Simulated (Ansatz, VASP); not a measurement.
## Two plane-wave programs on TaN

```
Ta N
1.0
     2.93613    0.00000    0.00000
    -1.46806    2.54276    0.00000
     0.00000    0.00000    2.88466
Ta N
1 1
Cartesian
  0.0000 1.6952 1.4423
  0.0000 0.0000 0.0000
```

Alike in both runs: functional r2SCAN; k mesh 13 × 13 × 12; occupations fermi-dirac, width 0.1 eV; no spin polarisation.

Ansatz relaxed the structure, and its values are those at the end. VASP's run is a single point on that final structure, the one shown.

|  | VASP | Ansatz |
| --- | --- | --- |
| version | VASP 6.6.1 | Ansatz 0.2.0 |
| potentials or method | VASP PAW PBE potentials, release 64 (Ta_sv_GW, N), cutoff 770 eV | plane waves, PAW |
| valence electrons in the cell | 18 | 18 |

```csv
,VASP,Ansatz,Ansatz less VASP
pressure (GPa),0.0,0.0,+0.01
```

VASP's potentials were made for PBE, not for r2SCAN. The functional is the same, so the differences come from potentials, cutoffs and numerics.

Spin-orbit coupling is off throughout.
